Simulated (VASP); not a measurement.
# GaSb (I-4m2) in VASP: notebook

Runs on GaSb. Level: PBE. Tasks: single point.

All numbers are computed with VASP 6.6.1; they aren't measurements. Logs are shortened: lines on timing, memory, paths and dates and some standing lists are left out, and cuts for length are marked.

## 1. The cell of the first run

The structure is tetragonal, space group I-4m2 (No. 119). Conventional cell: a = 5.790 Å, b = 5.790 Å, c = 2.909 Å, α = 90.00°, β = 90.00°, γ = 90.00°. Within 3.8 Å of Ga (site symmetry -4m2) lie 2 Ga at 2.91 Å and 8 Sb at 2.98 to 3.63 Å. Sb (site symmetry -4m2) has 2 Sb at 2.91 Å and 8 Ga at 2.98 to 3.63 Å within 3.8 Å.

## 2. Single point, PBE

File INCAR:

```
ALGO = Normal
EDIFF = 1E-7
ENCUT = 520
GGA = PE
ISIF = 2
ISMEAR = 0
LASPH = T
LCHARG = F
LREAL = F
LWAVE = F
NBANDS = 16
NELM = 60
PREC = Accurate
SIGMA = 0.15
```

File KPOINTS:

```
k-points
0
Gamma
  16 16 16
```

File POSCAR:

```
GaSb
1.0
   -2.8950000000      2.8950000000      1.4546500000
    2.8950000000     -2.8950000000      1.4546500000
    2.8950000000      2.8950000000     -1.4546500000
Ga Sb
1 1
Direct
    0.2500000000      0.7500000000      0.5000000000
    0.0000000000      0.0000000000      0.0000000000
```

Potentials or basis: VASP PAW PBE potentials, release 64 (Ga_d, Sb).

Launch:

```sh
$ cat potpaw_PBE.64/Ga_d/POTCAR potpaw_PBE.64/Sb/POTCAR > POTCAR
$ mpirun -np 1 vasp_std > vasp.out
```

OUTCAR:

```text
EDIFF = 1E-7
   ENCUT = 520
   GGA = PE
   ISIF = 2
   ISMEAR = 0
   LASPH = T
   LREAL = F
   NELM = 60
   PREC = Accurate

 ion  position               nearest neighbor table
   1  0.250  0.750  0.500-   2 2.98   2 2.98   2 2.98   2 2.98
   2  0.000  0.000  0.000-   1 2.98   1 2.98   1 2.98   1 2.98

  LATTYP: Found a body centered tetragonal cell.
 ALAT       =     5.7900000000
 C/A-ratio  =     0.5024697755

  Lattice vectors:

 A1 = (  -2.8950000000,   2.8950000000,   1.4546500000)
 A2 = (   2.8950000000,  -2.8950000000,   1.4546500000)
 A3 = (   2.8950000000,   2.8950000000,  -1.4546500000)

Analysis of symmetry for initial positions (statically):
=====================================================================
 Subroutine PRICEL returns:
 Original cell was already a primitive cell.

 Routine SETGRP: Setting up the symmetry group for a
 body centered tetragonal supercell.

 Subroutine GETGRP returns: Found  8 space group operations
 (whereof  8 operations were pure point group operations)
 out of a pool of 16 trial point group operations.

The static configuration has the point symmetry D_2d.

Analysis of symmetry for dynamics (positions and initial velocities):
=====================================================================
 Subroutine PRICEL returns:
 Original cell was already a primitive cell.

 Routine SETGRP: Setting up the symmetry group for a
 body centered tetragonal supercell.

 Subroutine GETGRP returns: Found  8 space group operations
 (whereof  8 operations were pure point group operations)
 out of a pool of 16 trial point group operations.

The dynamic configuration has the point symmetry D_2d.

 Subroutine INISYM returns: Found  8 space group operations
 (whereof  8 operations are pure point group operations),
 and found     1 'primitive' translations

----------------------------------------------------------------------------------------

                                     Primitive cell

  volume of cell :      48.7658

  direct lattice vectors                    reciprocal lattice vectors
    -2.895000000  2.895000000  1.454650000     0.000000000  0.172711572  0.343725295
     2.895000000 -2.895000000  1.454650000     0.172711572  0.000000000  0.343725295
     2.895000000  2.895000000 -1.454650000     0.172711572  0.172711572  0.000000000

  length of vectors
     4.344888563  4.344888563  4.344888563     0.384676962  0.384676962  0.244251047

  position of ions in fractional coordinates (direct lattice)
     0.250000000  0.750000000  0.500000000
     0.000000000  0.000000000  0.000000000

  ion indices of the primitive-cell ions
   primitive index   ion index
                 1           1
                 2           2

----------------------------------------------------------------------------------------

 KPOINTS: k-points

Automatic generation of k-mesh.
 Grid dimensions read from file:
 generate k-points for:   16   16   16

 Generating k-lattice:

  Cartesian coordinates                     Fractional coordinates (reciprocal lattice)
     0.000000000  0.010794473  0.021482831     0.062500000 -0.000000000  0.000000000
     0.010794473  0.000000000  0.021482831    -0.000000000  0.062500000  0.000000000
     0.010794473  0.010794473  0.000000000     0.000000000  0.000000000  0.062500000

  Length of vectors
     0.024042310  0.024042310  0.015265690

  Shift w.r.t. Gamma in fractional coordinates (k-lattice)
     0.000000000  0.000000000  0.000000000

 Subroutine IBZKPT returns following result:
 ===========================================

 Found    349 irreducible k-points:

 Following reciprocal coordinates:
            Coordinates               Weight
  0.000000  0.000000  0.000000      1.000000
  0.062500  0.000000  0.000000      8.000000
  0.125000  0.000000  0.000000      8.000000
  0.187500  0.000000  0.000000      8.000000
  0.250000  0.000000  0.000000      8.000000
  0.312500  0.000000  0.000000      8.000000
[... 16 lines left out ...]
 -0.125000  0.062500  0.000000     16.000000
 -0.062500  0.062500  0.000000      4.000000
 [... further k-points ...]
   k-points           NKPTS =    349   k-points in BZ     NKDIM =    349   number of bands    NBANDS=     16
   number of dos      NEDOS =    301   number of ions     NIONS =      2
   total plane-waves  NPLWV =  32768
   dimension x,y,z NGX =    32 NGY =   32 NGZ =   32
   dimension x,y,z NGXF=    64 NGYF=   64 NGZF=   64
   ions per type =               1   1
   NGX,Y,Z   is equivalent  to a cutoff of  12.24, 12.24, 12.24 a.u.
   NGXF,Y,Z  is equivalent  to a cutoff of  24.49, 24.49, 24.49 a.u.
 SYSTEM =  unknown system
   PREC   = accura    normal or accurate (medium, high low for compatibility)
   ISTART =      0    job   : 0-new  1-cont  2-samecut
   ICHARG =      2    charge: 1-file 2-atom 10-const
   ISPIN  =      1    spin polarized calculation?
   LNONCOLLINEAR =      F non collinear calculations
   LSORBIT =      F    spin-orbit coupling
   LASPH  =      T    aspherical Exc in radial PAW
   ENCUT  =  520.0 eV  38.22 Ry    6.18 a.u.   8.08  8.08  8.08*2*pi/ulx,y,z
   NELM   =     60;   NELMIN=  2; NELMDL= -5     # of ELM steps
   EDIFF  = 0.1E-06   stopping-criterion for ELM
   LREAL  =      F    real-space projection
   EDIFFG = 0.1E-05   stopping-criterion for IOM
   NSW    =      0    number of steps for IOM
   IBRION =     -1    ionic relax: 0-MD 1-quasi-New 2-CG
   NFREE  =      0    steps in history (QN), initial steepest desc. (CG)
   ISIF   =      2    stress and relaxation
   ISYM   =      2    0-nonsym 1-usesym 2-fastsym
   POTIM  = 0.5000    time-step for ionic-motion
   TEBEG  =    0.0;   TEEND  =   0.0 temperature during run
   PSTRESS=    0.0 pullay stress
   NELECT =      18.0000    total number of electrons
   NUPDOWN=      -1.0000    fix difference up-down
   EMIN   =  10.00;   EMAX   =-10.00  energy-range for DOS
   EFERMI =   0.00;   METHOD = LEGACY
   ISMEAR =     0;   SIGMA  =   0.15  broadening in eV -4-tet -1-fermi 0-gaus
   EFERMI_NEDOS =   21; number of points for ismear=-14 and -15
   IALGO  =     38    algorithm
   IMIX   =      4    mixing-type and parameters
     AMIX     =   0.40;   BMIX     =  1.00
     AMIX_MAG =   1.60;   BMIX_MAG =  1.00
  volume/ion in A,a.u.               =      24.38       164.54
  Fermi-wavevector in a.u.,A,eV,Ry     =   1.174340  2.219180 18.763441  1.379074
  Thomas-Fermi vector in A             =   2.310738
   LORBIT       =      0    0 simple, 1 ext, 2 COOP (PROOUT), +10 PAW based schemes
   GGA     = PE    functional components
   LHFCALC =     F    Hartree Fock is set to
   AEXX    =    0.0000 exact exchange contribution
   IVDW    =     0    specifies the selected vdW correction
   LEPSILON=     F    determine dielectric tensor
   LRPA    =     F    only Hartree local field effects (RPA)
 non-spin polarized calculation
 Gauss-broadening in eV      SIGMA  =   0.15
  energy-cutoff  :      520.00
  volume of cell :       48.77
 maximum number of plane-waves:      1334
   NGX = 17   NGY = 17   NGZ = 17

 number of electron      18.0000010 magnetization

 Free energy of the ion-electron system (eV)
  ---------------------------------------------------
  ext. energy  EPLUGINS =         0.00000000
  ---------------------------------------------------
  free energy    TOTEN  =        -6.89574287 eV

  energy without entropy =       -6.88667257  energy(sigma->0) =       -6.89120772

 E-fermi :   6.4212     XC(G=0): -10.1817

 val. band max:        6.4156870005   @ k =  -0.2500  -0.4375   0.0625
 cond. band min:       6.4405346725   @ k =  -0.1875  -0.2500   0.1875
 fundamental gap:      0.0248476721
 Fermi energy:         6.4212376492

 k-point     1 :       0.0000    0.0000    0.0000
  band No.  band energies     occupation
      1      -8.5240      2.00000
      2      -8.3854      2.00000
      3      -8.3805      2.00000
      4      -8.3146      2.00000
      5      -8.3146      2.00000
      6      -5.5730      2.00000
[... 8 lines left out ...]
     15      16.3185      0.00000
     16      16.5674      0.00000

 k-point     2 :       0.0625    0.0000    0.0000
  band No.  band energies     occupation
      1      -8.5142      2.00000
      2      -8.3853      2.00000
      3      -8.3795      2.00000
      4      -8.3189      2.00000
      5      -8.3189      2.00000
      6      -5.4875      2.00000
[... 8 lines left out ...]
     15      15.9922      0.00000
     16      16.7203      0.00000

 k-point     3 :       0.1250    0.0000    0.0000
  band No.  band energies     occupation
      1      -8.4862      2.00000
      2      -8.3850      2.00000
      3      -8.3767      2.00000
      4      -8.3312      2.00000
      5      -8.3311      2.00000
      6      -5.2313      2.00000
[... 8 lines left out ...]
     15      16.0061      0.00000
     16      16.5490      0.00000

 k-point     4 :       0.1875    0.0000    0.0000
  band No.  band energies     occupation
      1      -8.4445      2.00000
      2      -8.3847      2.00000
      3      -8.3727      2.00000
      4      -8.3495      2.00000
      5      -8.3490      2.00000
      6      -4.8047      2.00000
[... 8 lines left out ...]
     15      15.3428      0.00000
     16      15.4136      0.00000
[... 324 lines left out ...]
 k-point    22 :      -0.1875    0.0625   -0.0000
  band No.  band energies     occupation
      1      -8.4856      2.00000
      2      -8.3867      2.00000
      3      -8.3757      2.00000
      4      -8.3313      2.00000
      5      -8.3308      2.00000
      6      -5.1472      2.00000
[... 8 lines left out ...]
     15      16.2520      0.00000
     16      16.7960      0.00000

 k-point    23 :      -0.1250    0.0625    0.0000
  band No.  band energies     occupation
      1      -8.5138      2.00000
      2      -8.3864      2.00000
      3      -8.3788      2.00000
      4      -8.3189      2.00000
      5      -8.3186      2.00000
      6      -5.4311      2.00000
[... 8 lines left out ...]
     15      16.2711      0.00000
     16      17.1471      0.00000

 k-point    24 :      -0.0625    0.0625    0.0000
  band No.  band energies     occupation
      1      -8.5238      2.00000
      2      -8.3860      2.00000
      3      -8.3801      2.00000
      4      -8.3146      2.00000
      5      -8.3144      2.00000
      6      -5.5446      2.00000
[... 8 lines left out ...]
     15      16.5112      0.00000
     16      16.5568      0.00000

 [... further k-points ...]
[... 5 lines left out ...]
  --------------------------------------------------------------------------------------
  -------------------------------------------------------------------------------------
  Total       -0.7511515     -0.7511515      1.8724398      0.0000000      0.0000000      0.0000000
  in kB      -24.6787127    -24.6787127     61.5180857      0.0000000      0.0000000      0.0000000
  external PRESSURE =       4.0535535 kB  Pullay stress =       0.0000000 kB

 VOLUME and BASIS-vectors are now :
 -----------------------------------------------------------------------------
  energy-cutoff  :      520.00
  volume of cell :       48.77
      direct lattice vectors                 reciprocal lattice vectors
    -2.895000000  2.895000000  1.454650000     0.000000000  0.172711572  0.343725295
     2.895000000 -2.895000000  1.454650000     0.172711572  0.000000000  0.343725295
     2.895000000  2.895000000 -1.454650000     0.172711572  0.172711572  0.000000000

 POSITION                                       TOTAL-FORCE (eV/Angst)
 -----------------------------------------------------------------------------------
      2.89500     -0.00000      0.72732        -0.000000      0.000000     -0.000000
      0.00000      0.00000      0.00000         0.000000     -0.000000      0.000000
 -----------------------------------------------------------------------------------
    total drift:                                0.000000     -0.000000     -0.000000

  FREE ENERGIE OF THE ION-ELECTRON SYSTEM (eV)
  ---------------------------------------------------
  free  energy   TOTEN  =        -6.8957428690 eV

  energy  without entropy=       -6.8866725739  energy(sigma->0) =       -6.89120772
```

Wall time 4.2 min (1 thread of Intel Xeon 8259CL, shared host); peak memory 0.4 GiB.

Results:

```
Free energy            : -6.8957 eV
Pressure               : 0.4 GPa
Band gap on the k mesh : zero (bands 9 and 10 overlap by 3.68 eV)
```

Caveat: the stress differs along the axes, from -2 to 6 GPa; spin-orbit coupling is left out, which moves the levels of the heavy elements.

## 3. Single point, PBE

This run uses another cell than the first one, of 24.63 Å³/atom.

File INCAR:

```
SYSTEM = GaSb
ALGO = Normal
EDIFF = 1E-6
ENCUT = 520
GGA = PE
ISIF = 2
ISMEAR = 0
LASPH = .True.
LCHARG = .True.
LELF = .True.
LREAL = .False.
LVHAR = .True.
LWAVE = .False.
NBANDS = 16
NELM = 100
PREC = Accurate
SIGMA = 0.15
```

File KPOINTS:

```
k-points
0
Gamma
  16 16 16
  0 0 0
```

File POSCAR:

```
GaSb
1.0
   -2.6368500000      2.6368500000      1.7709000000
    2.6368500000     -2.6368500000      1.7709000000
    2.6368500000      2.6368500000     -1.7709000000
Ga Sb
1 1
Direct
    0.2500000000      0.7500000000      0.5000000000
    0.0000000000      0.0000000000      0.0000000000
```

Potentials or basis: VASP PAW PBE potentials, release 64 (Ga_d, Sb).

Launch:

```sh
$ cat potpaw_PBE.64/Ga_d/POTCAR potpaw_PBE.64/Sb/POTCAR > POTCAR
$ mpirun -np 1 vasp_std > vasp.out
```

Run time: 3.6 min. Hardware: 1 thread of Intel Xeon 8259CL, shared host; peak memory 0.4 GiB.

It converged, with:

```
Free energy            : -6.8968 eV
Pressure               : 0.9 GPa
Band gap on the k mesh : zero (bands 9 and 10 overlap by 4.73 eV)
```

Stress tensor (GPa, compression positive):
```
 2.35  0.00  0.00
 0.00  2.35  0.00
 0.00  0.00 -1.99
```

Levels at points of the mesh, in eV from the Fermi level:
```tsv
k point	band 6	band 7	band 8	band 9	band 10	band 11	band 12	band 13
(0.00, 0.00, 0.00)	-11.82	-1.68	-1.30	-1.30	3.16	4.08	5.55	6.84
(0.50, 0.00, 0.00)	-8.98	-5.95	-2.01	-1.95	-0.83	2.37	3.66	5.59
(0.50, 0.50, 0.00)	-10.06	-7.84	0.39	1.21	3.18	3.29	3.95	4.99
(0.50, 0.50, 0.50)	-8.66	-5.46	-4.72	-4.72	1.26	2.68	10.71	10.71
```

Caveat: spin-orbit coupling is left out, which moves the levels of the heavy elements.

(Part 1 of 2 ends here.)

The gap in the log of VASP goes by the Fermi energy; the results here count the filled bands.